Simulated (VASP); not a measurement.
# Ti2W (P4/nmm) in VASP: single point with PBE

Aim: the single point of Ti2W with PBE.

Everything below comes from runs of VASP 6.6.1. Logs are shortened: lines on timing, memory, paths and dates and some standing lists are left out, and cuts for length are marked.

## 1. The cell of the first run

Symmetry: P4/nmm, No. 129, tetragonal system. Conventional cell: a = 3.745 Å, b = 3.745 Å, c = 7.459 Å, α = 90.00°, β = 90.00°, γ = 90.00°. Within 3.5 Å of Ti (site symmetry -4m2) lie 8 Ti at 2.65 to 3.30 Å and 4 W at 2.71 Å. Ti (site symmetry 4mm) has 5 W at 2.75 to 2.78 Å and 8 Ti at 3.30 to 3.34 Å within 3.6 Å. Within 3.6 Å of W (site symmetry 4mm) lie 9 Ti at 2.71 to 2.78 Å.

## 2. Single point, PBE

File INCAR:

```
SYSTEM = Ti2W
  PREC = Accurate
  ENCUT = 520
  EDIFF = 1E-6
  ISMEAR = 0
  SIGMA = 0.1
  LREAL = .False.
  LASPH = .True.
  NELM = 100
  ALGO = Fast
  ISIF = 2
  LWAVE = .False.
  LCHARG = .False.
  GGA = PE
  NBANDS = 47
```

File KPOINTS:

```
Automatic mesh
0
Gamma
  10 10 6
  0 0 0
```

File POSCAR:

```
Ti2W
1.0
    3.7452738654      0.0000000000      0.0000000000
    0.0000000000      3.7452738654      0.0000000000
    0.0000000000      0.0000000000      7.4586480435
Ti W
4 2
Direct
    0.0000000000      0.0000000000      0.0000000000
    0.5000000000      0.5000000000      0.0000000000
    0.0000000000      0.5000000000      0.3639878534
    0.5000000000      0.0000000000      0.6360121466
    0.0000000000      0.5000000000      0.7368943811
    0.5000000000      0.0000000000      0.2631056189
```

Potentials or basis: VASP PAW PBE potentials, release 64 (Ti_sv, W_sv).

Command:

```
$ cat potpaw_PBE.64/Ti_sv/POTCAR potpaw_PBE.64/W_sv/POTCAR > POTCAR
$ mpirun -np 1 vasp_std > vasp.out
```

OUTCAR:

```text
SYSTEM = Ti2W
   PREC = Accurate
   ENCUT = 520
   EDIFF = 1E-6
   ISMEAR = 0
   LREAL = .False.
   LASPH = .True.
   NELM = 100
   ISIF = 2
   GGA = PE

 ion  position               nearest neighbor table
   1  0.000  0.000  0.000-   2 2.65   2 2.65   2 2.65   2 2.65   5 2.71   6 2.71   6 2.71   5 2.71

   2  0.500  0.500  0.000-   1 2.65   1 2.65   1 2.65   1 2.65   6 2.71   6 2.71   5 2.71   5 2.71

   3  0.000  0.500  0.364-   6 2.75   6 2.75   6 2.75   6 2.75   5 2.78
   4  0.500  0.000  0.636-   5 2.75   5 2.75   5 2.75   5 2.75   6 2.78
   5  0.000  0.500  0.737-   1 2.71   2 2.71   1 2.71   2 2.71   4 2.75   4 2.75   4 2.75   4 2.75
                             3 2.78
   6  0.500  0.000  0.263-   1 2.71   2 2.71   2 2.71   1 2.71   3 2.75   3 2.75   3 2.75   3 2.75
                             4 2.78

  LATTYP: Found a simple tetragonal cell.
 ALAT       =     3.7452738654
 C/A-ratio  =     1.9914826823

  Lattice vectors:

 A1 = (   3.7452738654,   0.0000000000,   0.0000000000)
 A2 = (   0.0000000000,   3.7452738654,   0.0000000000)
 A3 = (   0.0000000000,   0.0000000000,   7.4586480435)

Analysis of symmetry for initial positions (statically):
=====================================================================
 Subroutine PRICEL returns:
 Original cell was already a primitive cell.

 Routine SETGRP: Setting up the symmetry group for a
 simple tetragonal supercell.

 Subroutine GETGRP returns: Found 16 space group operations
 (whereof  8 operations were pure point group operations)
 out of a pool of 16 trial point group operations.

The static configuration has the point symmetry D_2d.
 The point group associated with its full space group is D_4h.

Analysis of symmetry for dynamics (positions and initial velocities):
=====================================================================
 Subroutine PRICEL returns:
 Original cell was already a primitive cell.

 Routine SETGRP: Setting up the symmetry group for a
 simple tetragonal supercell.

 Subroutine GETGRP returns: Found 16 space group operations
 (whereof  8 operations were pure point group operations)
 out of a pool of 16 trial point group operations.

The dynamic configuration has the point symmetry D_2d.
 The point group associated with its full space group is D_4h.

 Subroutine INISYM returns: Found 16 space group operations
 (whereof  8 operations are pure point group operations),
 and found     1 'primitive' translations

----------------------------------------------------------------------------------------

                                     Primitive cell

  volume of cell :     104.6230

  direct lattice vectors                    reciprocal lattice vectors
     3.745273865  0.000000000  0.000000000     0.267003171  0.000000000  0.000000000
     0.000000000  3.745273865  0.000000000     0.000000000  0.267003171  0.000000000
     0.000000000  0.000000000  7.458648044     0.000000000  0.000000000  0.134072555

  length of vectors
     3.745273865  3.745273865  7.458648044     0.267003171  0.267003171  0.134072555

  position of ions in fractional coordinates (direct lattice)
     0.000000000  0.000000000  0.000000000
     0.500000000  0.500000000  0.000000000
     0.000000000  0.500000000  0.363987853
     0.500000000  0.000000000  0.636012147
     0.000000000  0.500000000  0.736894381
     0.500000000  0.000000000  0.263105619

  ion indices of the primitive-cell ions
   primitive index   ion index
                 1           1
                 2           2
                 3           3
                 4           4
                 5           5
                 6           6

----------------------------------------------------------------------------------------

 KPOINTS: Automatic mesh

Automatic generation of k-mesh.
 Grid dimensions read from file:
 generate k-points for:   10   10    6

 Generating k-lattice:

  Cartesian coordinates                     Fractional coordinates (reciprocal lattice)
     0.026700317  0.000000000  0.000000000     0.100000000  0.000000000  0.000000000
     0.000000000  0.026700317  0.000000000     0.000000000  0.100000000  0.000000000
     0.000000000  0.000000000  0.022345426     0.000000000  0.000000000  0.166666667

  Length of vectors
     0.026700317  0.026700317  0.022345426

  Shift w.r.t. Gamma in fractional coordinates (k-lattice)
     0.000000000  0.000000000  0.000000000

 Subroutine IBZKPT returns following result:
 ===========================================

 Found     84 irreducible k-points:

 Following reciprocal coordinates:
            Coordinates               Weight
  0.000000  0.000000  0.000000      1.000000
  0.100000  0.000000  0.000000      4.000000
  0.200000  0.000000  0.000000      4.000000
  0.300000  0.000000  0.000000      4.000000
  0.400000  0.000000  0.000000      4.000000
  0.500000  0.000000  0.000000      2.000000
[... 16 lines left out ...]
  0.100000  0.000000  0.166667      8.000000
  0.200000  0.000000  0.166667      8.000000
 [... further k-points ...]
   k-points           NKPTS =     84   k-points in BZ     NKDIM =     84   number of bands    NBANDS=     47
   number of dos      NEDOS =    301   number of ions     NIONS =      6
   total plane-waves  NPLWV =  43904
   dimension x,y,z NGX =    28 NGY =   28 NGZ =   56
   dimension x,y,z NGXF=    56 NGYF=   56 NGZF=  112
   ions per type =               4   2
   NGX,Y,Z   is equivalent  to a cutoff of  12.43, 12.43, 12.48 a.u.
   NGXF,Y,Z  is equivalent  to a cutoff of  24.86, 24.86, 24.96 a.u.
 SYSTEM =  Ti2W
   PREC   = accura    normal or accurate (medium, high low for compatibility)
   ISTART =      0    job   : 0-new  1-cont  2-samecut
   ICHARG =      2    charge: 1-file 2-atom 10-const
   ISPIN  =      1    spin polarized calculation?
   LNONCOLLINEAR =      F non collinear calculations
   LSORBIT =      F    spin-orbit coupling
   LASPH  =      T    aspherical Exc in radial PAW
   ENCUT  =  520.0 eV  38.22 Ry    6.18 a.u.   6.96  6.96 13.87*2*pi/ulx,y,z
   NELM   =    100;   NELMIN=  2; NELMDL= -5     # of ELM steps
   EDIFF  = 0.1E-05   stopping-criterion for ELM
   LREAL  =      F    real-space projection
   EDIFFG = 0.1E-04   stopping-criterion for IOM
   NSW    =      0    number of steps for IOM
   IBRION =     -1    ionic relax: 0-MD 1-quasi-New 2-CG
   NFREE  =      0    steps in history (QN), initial steepest desc. (CG)
   ISIF   =      2    stress and relaxation
   ISYM   =      2    0-nonsym 1-usesym 2-fastsym
   POTIM  = 0.5000    time-step for ionic-motion
   TEBEG  =    0.0;   TEEND  =   0.0 temperature during run
   PSTRESS=    0.0 pullay stress
   NELECT =      76.0000    total number of electrons
   NUPDOWN=      -1.0000    fix difference up-down
   EMIN   =  10.00;   EMAX   =-10.00  energy-range for DOS
   EFERMI =   0.00;   METHOD = LEGACY
   ISMEAR =     0;   SIGMA  =   0.10  broadening in eV -4-tet -1-fermi 0-gaus
   EFERMI_NEDOS =   21; number of points for ismear=-14 and -15
   IALGO  =     68    algorithm
   IMIX   =      4    mixing-type and parameters
     AMIX     =   0.40;   BMIX     =  1.00
     AMIX_MAG =   1.60;   BMIX_MAG =  1.00
  volume/ion in A,a.u.               =      17.44       117.67
  Fermi-wavevector in a.u.,A,eV,Ry     =   1.471647  2.781009 29.466742  2.165744
  Thomas-Fermi vector in A             =   2.586757
   LORBIT       =      0    0 simple, 1 ext, 2 COOP (PROOUT), +10 PAW based schemes
   GGA     = PE    functional components
   LHFCALC =     F    Hartree Fock is set to
   AEXX    =    0.0000 exact exchange contribution
   IVDW    =     0    specifies the selected vdW correction
   LEPSILON=     F    determine dielectric tensor
   LRPA    =     F    only Hartree local field effects (RPA)
 non-spin polarized calculation
 RMM-DIIS sequential band-by-band and
 Gauss-broadening in eV      SIGMA  =   0.10
  energy-cutoff  :      520.00
  volume of cell :      104.62
 maximum number of plane-waves:      2848
 NGX is ok and might be reduce to    28
   NGX = 13   NGY = 13   NGZ = 27

 number of electron      75.9999987 magnetization

 Free energy of the ion-electron system (eV)
  ---------------------------------------------------
  ext. energy  EPLUGINS =         0.00000000
  ---------------------------------------------------
  free energy    TOTEN  =       -55.06610699 eV

  energy without entropy =      -55.01950792  energy(sigma->0) =      -55.04280746

 E-fermi :   8.6544     XC(G=0): -11.9584

 val. band max:        8.6540162512   @ k =   0.2000   0.1000   0.0000
 cond. band min:       8.6545597496   @ k =   0.5000   0.2000   0.3333
 fundamental gap:      0.0005434984
 Fermi energy:         8.6543561383

 k-point     1 :       0.0000    0.0000    0.0000
  band No.  band energies     occupation
      1     -64.7131      2.00000
      2     -64.7129      2.00000
      3     -48.1640      2.00000
      4     -48.1491      2.00000
      5     -48.0549      2.00000
      6     -47.8227      2.00000
[... 39 lines left out ...]
     46      10.4386      0.00000
     47      11.7717      0.00000

 k-point     2 :       0.1000    0.0000    0.0000
  band No.  band energies     occupation
      1     -64.7130      2.00000
      2     -64.7128      2.00000
      3     -48.1636      2.00000
      4     -48.1494      2.00000
      5     -48.0493      2.00000
      6     -47.8284      2.00000
[... 39 lines left out ...]
     46      10.5697      0.00000
     47      12.0334      0.00000

 k-point     3 :       0.2000    0.0000    0.0000
  band No.  band energies     occupation
      1     -64.7128      2.00000
      2     -64.7126      2.00000
      3     -48.1623      2.00000
      4     -48.1502      2.00000
      5     -48.0328      2.00000
      6     -47.8448      2.00000
[... 1039 lines left out ...]
     46      10.5513      0.00000
     47      11.3433      0.00000

 k-point    24 :       0.2000    0.0000    0.1667
  band No.  band energies     occupation
      1     -64.7128      2.00000
      2     -64.7126      2.00000
      3     -48.1622      2.00000
      4     -48.1503      2.00000
      5     -48.0327      2.00000
      6     -47.8448      2.00000
[... 39 lines left out ...]
     46      10.8225      0.00000
     47      10.9272      0.00000

 [... further k-points ...]

------------------------ aborting loop because EDIFF is reached ----------------------------------------

  FORCE on cell =-STRESS in cart. coord.  units (eV):
  Direction    XX          YY          ZZ          XY          YZ          ZX
  --------------------------------------------------------------------------------------
  -------------------------------------------------------------------------------------
  Total       -0.0415993     -0.0415993     -0.0136957      0.0000000      0.0000000      0.0000000
  in kB       -0.6370444     -0.6370444     -0.2097340      0.0000000      0.0000000      0.0000000
  external PRESSURE =      -0.4946076 kB  Pullay stress =       0.0000000 kB

 VOLUME and BASIS-vectors are now :
 -----------------------------------------------------------------------------
  energy-cutoff  :      520.00
  volume of cell :      104.62
      direct lattice vectors                 reciprocal lattice vectors
     3.745273865  0.000000000  0.000000000     0.267003171  0.000000000  0.000000000
     0.000000000  3.745273865  0.000000000     0.000000000  0.267003171  0.000000000
     0.000000000  0.000000000  7.458648044     0.000000000  0.000000000  0.134072555

 POSITION                                       TOTAL-FORCE (eV/Angst)
 -----------------------------------------------------------------------------------
      0.00000      0.00000      0.00000        -0.000000     -0.000000      0.000000
      1.87264      1.87264      0.00000         0.000000      0.000000      0.000000
      0.00000      1.87264      2.71486         0.000000      0.000000      0.000953
      1.87264      0.00000      4.74379        -0.000000     -0.000000     -0.000953
      0.00000      1.87264      5.49624         0.000000     -0.000000      0.008396
      1.87264      0.00000      1.96241        -0.000000     -0.000000     -0.008396
 -----------------------------------------------------------------------------------
    total drift:                                0.000000      0.000000      0.000000

  FREE ENERGIE OF THE ION-ELECTRON SYSTEM (eV)
  ---------------------------------------------------
  free  energy   TOTEN  =       -55.0661069863 eV

  energy  without entropy=      -55.0195079249  energy(sigma->0) =      -55.04280746
```

Wall time 37 min (1 thread of Intel Xeon 8259CL, shared host); peak memory 0.44 GiB.

Results:

| Quantity | Value |
| --- | --- |
| Free energy | -55.0661 eV |
| Pressure | 0.0 GPa |
| Largest force | 0.008 eV/Å |
| Band gap on the k mesh | zero (bands 38 and 39 overlap by 0.81 eV) |

Forces in eV/Å, atoms in the order of the input:
```
Ti   0.000  0.000  0.000
Ti   0.000  0.000  0.000
Ti   0.000  0.000  0.001
Ti   0.000  0.000 -0.001
W    0.000  0.000  0.008
W    0.000  0.000 -0.008
```

Caveat: spin-orbit coupling is left out, which moves the levels of the heavy elements.
